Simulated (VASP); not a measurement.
Here is a VASP 6.6.1 calculation.

File INCAR:

```
SYSTEM = GaN
ALGO = Normal
EDIFF = 1E-6
ENCUT = 520
GGA = PE
ISIF = 2
ISMEAR = 0
LASPH = .True.
LCHARG = .True.
LELF = .True.
LREAL = .False.
LVHAR = .True.
LWAVE = .False.
NBANDS = 26
NELM = 100
PREC = Accurate
SIGMA = 0.01
```

KPOINTS

```
k-points
0
Gamma
  9 9 4
  0 0 0
```

POSCAR

```
GaN
1.0
    3.2915733972      0.0000000000      0.0000000000
   -1.6457866986      2.8505861804      0.0000000000
    0.0000000000      0.0000000000      4.8312722221
Ga N
2 2
Direct
    0.3333333333      0.6666666667      0.2500000000
    0.6666666667      0.3333333333      0.7500000000
    0.6666666667      0.3333333333      0.2500000000
    0.3333333333      0.6666666667      0.7500000000
```

Potentials or basis: VASP PAW PBE potentials, release 64 (Ga_d, N).

Launch:

```console
$ cat potpaw_PBE.64/Ga_d/POTCAR potpaw_PBE.64/N/POTCAR > POTCAR
$ mpirun -np 1 vasp_std > vasp.out
```

Task: What does it give for the band gap on the k mesh?

Result: 1.41 eV, direct.

Task: Predict the pressure.

Result: 5.7 GPa.

Stress tensor (GPa, compression positive):
```
6.78 0.00 0.00
0.00 6.78 0.00
0.00 0.00 3.48
```
